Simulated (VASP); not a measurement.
NaI: single point with r2SCAN

NaI:

```
CELL_PARAMETERS angstrom
3.23335 3.23335 0.00000
-3.23335 3.23335 0.00000
0.00000 3.23335 3.23335
ATOMIC_POSITIONS crystal
Na 0.00000 0.00000 0.00000
I 0.50000 0.50000 0.00000
```

```
Program             : VASP 6.6.1
Task                : single point
Functional          : r2SCAN
Potentials or basis : VASP PAW PBE potentials, release 64 (Na_pv, I)
Cutoff              : 520 eV
k mesh              : 6 × 6 × 6
Occupations         : gaussian, width 0.01 eV
Spin                : no spin polarisation
```

- Pressure: -0.1 GPa
- Band gap on the k mesh: 4.45 eV, direct

Levels at points of the mesh, in eV from the valence-band top:
| k point | band 4 | band 5 | band 6 | band 7 | band 8 | band 9 | band 10 | band 11 |
| --- | --- | --- | --- | --- | --- | --- | --- | --- |
| (0.00, 0.00, 0.00) | -11.35 | 0.00 | 0.00 | 0.00 | 4.45 | 8.47 | 8.47 | 8.47 |
| (0.50, 0.00, 0.00) | -11.02 | -2.20 | -0.30 | -0.30 | 5.69 | 8.07 | 8.07 | 9.80 |
| (0.50, 0.50, 0.00) | -10.93 | -1.94 | -0.76 | -0.76 | 5.23 | 6.02 | 10.75 | 12.18 |

It used 82 s of CPU time on 1 thread of AMD EPYC 7R13 Processor (Zen 3) (shared host).

Caveat: the PAW data sets were made with another functional, which shifts forces and pressure a little; spin-orbit coupling is left out, which moves the levels of the heavy elements. r2SCAN opens gaps a little over a GGA but as a rule still falls short of measured ones.
